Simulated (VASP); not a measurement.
Wanted: the native input for a VASP 6.6.1 run.

```
Task                   : single point
Functional             : PBEsol
Potentials or basis    : VASP PAW PBE potentials, release 64 (Ga_d, Mg, Rb_sv)
Cutoff                 : 520 eV
k mesh                 : 5 × 5 × 7
Occupations            : fermi-dirac, width 0.1 eV
Spin                   : no spin polarisation
Dipole correction      : no
Further INCAR settings : ALGO = Normal; EDIFF = 1e-07; NBANDS = 46
```

The structure of RbMgGa lies in POSCAR:

```
RbMgGa
1.0
    3.9431001922      6.8296498723      0.0000000000
   -3.9431001922      6.8296498723      0.0000000000
    0.0000000000      0.0000000000      5.1702452332
Ga Mg Rb
3 3 3
Direct
    0.6666666667      0.6666666667      0.5000000000
    0.3333333333      0.3333333333      0.5000000000
    0.0000000000      0.0000000000      0.0000000000
    0.7663273262      0.2336726738      0.5000000000
    0.2336726738      0.0000000000      0.5000000000
    0.0000000000      0.7663273262      0.5000000000
    0.4301572185      0.5698427815      0.0000000000
    0.5698427815      0.0000000000      0.0000000000
    0.0000000000      0.4301572185      0.0000000000
```

One way to write it, as run:

INCAR

```
SYSTEM = RbMgGa
  PREC = Accurate
  ENCUT = 520
  EDIFF = 1E-7
  ISMEAR = -1
  SIGMA = 0.1
  LREAL = .FALSE.
  LASPH = .TRUE.
  NELM = 60
  ALGO = Normal
  ISIF = 2
  LWAVE = .FALSE.
  LCHARG = .FALSE.
  GGA = PS
  NBANDS = 46
```

KPOINTS

```
regular mesh
0
G
  5 5 7
  0 0 0
```

Potentials or basis: VASP PAW PBE potentials, release 64 (Ga_d, Mg, Rb_sv).

Run with:

```sh
$ cat potpaw_PBE.64/Ga_d/POTCAR potpaw_PBE.64/Mg/POTCAR potpaw_PBE.64/Rb_sv/POTCAR > POTCAR
$ mpirun -np 1 vasp_std > vasp.out
```

Results of the run:

| Item | Value |
| --- | --- |
| Pressure | 0.0 GPa |
| Largest force | 0.003 eV/Å |
| Band gap on the k mesh | zero (bands 36 and 37 overlap by 0.44 eV) |

Caveat: the PAW data sets were made with another functional, which shifts forces and pressure a little.

Run time: 3.7 min on 1 thread of Intel(R) Xeon(R) Platinum 8488C (Sapphire Rapids), on a shared host, peak memory 0.5 GiB.
